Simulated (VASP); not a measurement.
S:

```
S
1.0
     0.00000    1.77581    1.77581
     1.77581    0.00000    1.77581
     1.77581    1.77581    0.00000
S
1
Cartesian
  0.0000 0.0000 0.0000
```

Base run:

```yaml
Program: VASP 6.6.1
Functional: PBE
Potentials_or_basis: VASP PAW PBE potentials, release 64 (S)
Cutoff: 520 eV
k_mesh: 18 × 18 × 18
Occupations: fermi-dirac, width 0.08 eV
Spin: no spin polarisation
```

Its results: band gap on the k mesh zero (band 3 reaches 18.80 eV, above the bottom of band 4 at 8.83 eV); pressure 55.6 GPa.

The run is repeated on the same cell with these changes: functional from PBE to PBEsol; further incar settings from ALGO = Normal; EDIFF = 1e-07; NBANDS = 9 to ALGO = Normal; EDIFF = 1e-06; NBANDS = 9. What comes out?

Band gap on the k mesh zero (band 3 reaches 18.77 eV, above the bottom of band 4 at 8.73 eV); pressure 49.0 GPa.

Caveats: the PAW data sets were made with another functional, which shifts forces and pressure a little (some runs).
